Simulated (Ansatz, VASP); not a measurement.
**Mo: VASP beside Ansatz**

```
Mo
1.0
     2.86602    0.00000    0.00000
    -1.43301    2.48205    0.00000
     0.00000    0.00000    5.07457
Mo
2
Cartesian
  0.0000 1.6547 1.2686
  1.4330 0.8274 3.8059
```

Alike in both runs: task single point; functional PBE; k mesh 15 × 15 × 7; occupations fermi-dirac, width 0.1 eV; no spin polarisation.

|  | VASP | Ansatz |
| --- | --- | --- |
| version | VASP 6.6.1 | Ansatz 0.2.0 |
| potentials or method | VASP PAW PBE potentials, release 64 (Mo_sv), cutoff 520 eV | plane waves (420 eV) with PAW, scalar-relativistic |
| valence electrons in the cell | 28 | 28 |

Ansatz gave:

| Item | Value |
| --- | --- |
| pressure (GPa) | -21.3 |
| traceless stress, the component that is largest in VASP (GPa) | 2.49 |

Question: Estimate VASP's values.

Answer: Pressure (GPa): -21.0; traceless stress, the component that is largest in VASP (GPa): 2.43.

With one functional, cell and mesh, what is left measures potentials, basis and numerics.
